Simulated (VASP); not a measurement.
Set up this calculation in VASP 6.6.1, as the native input.

* Task: single point
* Functional: PBEsol
* Potentials or basis: VASP PAW PBE potentials, release 64 (Si, W_sv)
* Cutoff: 520 eV
* k mesh: 20 × 20 × 20
* Occupations: gaussian, width 0.15 eV
* Spin: no spin polarisation
* Dipole correction: no
* Further INCAR settings: ALGO = Normal; EDIFF = 1e-07; NBANDS = 18

The structure of Si2W lies in POSCAR:

```
Si2W
1.0
   -1.6012497811      1.6012497811      4.1032595776
    1.6012497811     -1.6012497811      4.1032595776
    1.6012497811      1.6012497811     -4.1032595776
Si W
2 1
Direct
    0.3344989450      0.3344989450      0.0000000000
    0.6655010550      0.6655010550      0.0000000000
    0.0000000000      0.0000000000      0.0000000000
```

This cell differs from its parent crystal: strain +0.000 along x and y, +0.050 along z.

These files were run (other wordings do the same):

INCAR

```
  PREC = Accurate
  ENCUT = 520
  EDIFF = 1E-7
  ISMEAR = 0
  SIGMA = 0.15
  LREAL = False
  LASPH = True
  NELM = 60
  ALGO = Normal
  ISIF = 2
  LWAVE = False
  LCHARG = True
  GGA = PS
  LELF = True
  LVHAR = True
  NBANDS = 18
```

KPOINTS

```
Automatic mesh
0
Gamma
  20 20 20
```

Potentials or basis: VASP PAW PBE potentials, release 64 (Si, W_sv).

Run with:

```sh
$ cat potpaw_PBE.64/Si/POTCAR potpaw_PBE.64/W_sv/POTCAR > POTCAR
$ mpirun -np 1 vasp_std > vasp.out
```

Results of the run:

- Pressure: -10.2 GPa
- Largest force: 0.175 eV/Å
- Band gap on the k mesh: zero (band 11 reaches 12.26 eV, above the bottom of band 12 at 10.82 eV)

Caveat: the cell differs from its parent crystal (strain +0.000 along x and y, +0.050 along z); the PAW data sets were made with another functional, which shifts forces and pressure a little; spin-orbit coupling is left out, which moves the levels of the heavy elements.

Run time: 8.2 min on 1 thread of AMD EPYC 9R45 96-Core Processor (Zen 5) (shared host), peak memory 0.54 GiB.
